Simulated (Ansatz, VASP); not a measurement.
**Two plane-wave programs on Ti5Re3**

The input INCAR:

```
PREC = Accurate
ENCUT = 520
EDIFF = 1E-6
ISMEAR = 0
SIGMA = 0.1
LREAL = F
LASPH = T
NELM = 150
ALGO = Normal
ISIF = 2
LWAVE = F
LCHARG = T
ISPIN = 2
MAGMOM = 1 1 1 1 1 1 1 1
LORBIT = 11
LMAXMIX = 4
GGA = PE
LELF = T
LVHAR = T
NBANDS = 54
```

Contents of KPOINTS:

```
Automatic mesh
0
Gamma
  4 4 4
```

POSCAR

```
Ti5Re3
1.0
   -3.1405821325      3.1405821325      3.1405821325
    3.1405821325     -3.1405821325      3.1405821325
    3.1405821325      3.1405821325     -3.1405821325
Ti Re
5 3
Direct
    0.0000000000      0.0000000000      0.0000000000
    0.0000000000      0.0000000000      0.5000000000
    0.0000000000      0.5000000000      0.0000000000
    0.5000000000      0.0000000000      0.0000000000
    0.5000000000      0.5000000000      0.5000000000
    0.0000000000      0.5000000000      0.5000000000
    0.5000000000      0.5000000000      0.0000000000
    0.5000000000      0.0000000000      0.5000000000
```

Input for Ansatz:

```yaml
crystal:
  lattice:
    - [-3.1405821325, 3.1405821325, 3.1405821325]
    - [3.1405821325, -3.1405821325, 3.1405821325]
    - [3.1405821325, 3.1405821325, -3.1405821325]
  atoms:
    - { symbol: Ti, position: [0.0, 0.0, 0.0], spin: 1.0 }
    - { symbol: Ti, position: [0.0, 0.0, 0.5], spin: 1.0 }
    - { symbol: Ti, position: [0.0, 0.5, 0.0], spin: 1.0 }
    - { symbol: Ti, position: [0.5, 0.0, 0.0], spin: 1.0 }
    - { symbol: Ti, position: [0.5, 0.5, 0.5], spin: 1.0 }
    - { symbol: Re, position: [0.0, 0.5, 0.5], spin: 1.0 }
    - { symbol: Re, position: [0.5, 0.5, 0.0], spin: 1.0 }
    - { symbol: Re, position: [0.5, 0.0, 0.5], spin: 1.0 }
basis:
  ecutwfc: 420
kpoints:
  mp_grid: { grid: [4, 4, 4] }
hamiltonian:
  xc: pbe
scf:
  occupations: { method: gaussian, width: 0.1 }
  lower_state_search: "off"
output:
  forces: true
  stress: true
  eigenvalues: true
  populations: true
magnetization:
  spin_polarized: true
```

Change from the starting cell: species swapped into the Fe5Co3 type (Im-3m, No. 229).

Alike in both runs: task single point; functional PBE; k mesh 4 × 4 × 4; occupations gaussian, width 0.1 eV; collinear spin.

```csv
,VASP,Ansatz
version,VASP 6.6.1,Ansatz 0.2.0
potentials or method,"VASP PAW PBE potentials, release 64 (Ti_sv, Re), cutoff 520 eV","scalar-relativistic, plane waves, PAW"
valence electrons in the cell,81,105
```

|  | VASP | Ansatz | Ansatz less VASP |
| --- | --- | --- | --- |
| gap on the k mesh at the Fermi level (eV) | none | none | - |
| pressure (GPa) | -0.3 | 0.2 | +0.56 |
| net moment per atom (μB) | 0.00 | 0.18 | +0.181 |
| size of the moment on the site where the two differ most (μB) | 0.00 | 0.65 | +0.645 |

The net moments are unlike, so the other rows may belong to different states. Site moments also hang on the region over which each program counts them. A gap of «none» marks a metal or a gap that the smearing closes. VASP's potentials hold 81 valence electrons a cell and Ansatz's 105, so a difference there can come from the potentials and not from the codes.

Spin-orbit coupling is off throughout.
